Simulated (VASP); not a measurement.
TiH, 4 atoms in the cell. It takes space group I4/mmm (No. 139, tetragonal). Conventional cell: a = 2.930 Å, b = 2.930 Å, c = 4.268 Å, α = 90.00°, β = 90.00°, γ = 90.00°. Ti (site symmetry 4/mmm) has 6 H at 2.07 to 2.13 Å within 2.7 Å. H (site symmetry 4/mmm) has 6 Ti at 2.07 to 2.13 Å within 2.7 Å.  This cell differs from its parent crystal: strain along c alone, the other axes held: +3.0 %.

- Program: VASP 6.6.1
- Task: single point
- Functional: PBEsol
- Potentials or basis: VASP PAW PBE potentials, release 64 (Ti_sv, H)
- Cutoff: 520 eV
- k mesh: 14 × 14 × 10
- Occupations: gaussian, width 0.1 eV
- Spin: no spin polarisation
- Dipole correction: no
- Further INCAR settings: ALGO = Normal; EDIFF = 1e-07; NBANDS = 21

Potentials or basis: VASP PAW PBE potentials, release 64 (Ti_sv, H).

Command:

```console
$ cat potpaw_PBE.64/Ti_sv/POTCAR potpaw_PBE.64/H/POTCAR > POTCAR
$ mpirun -np 1 vasp_std > vasp.out
```

Hardware: 1 thread of Intel(R) Xeon(R) 6975P-C (Granite Rapids), with other jobs on the host.

Q: Estimate the wall time of this run.

A: It took 68 s on 1 thread of Intel(R) Xeon(R) 6975P-C (Granite Rapids) (shared host), peak memory 0.25 GiB. Counts: scf iterations 14, k points 216.
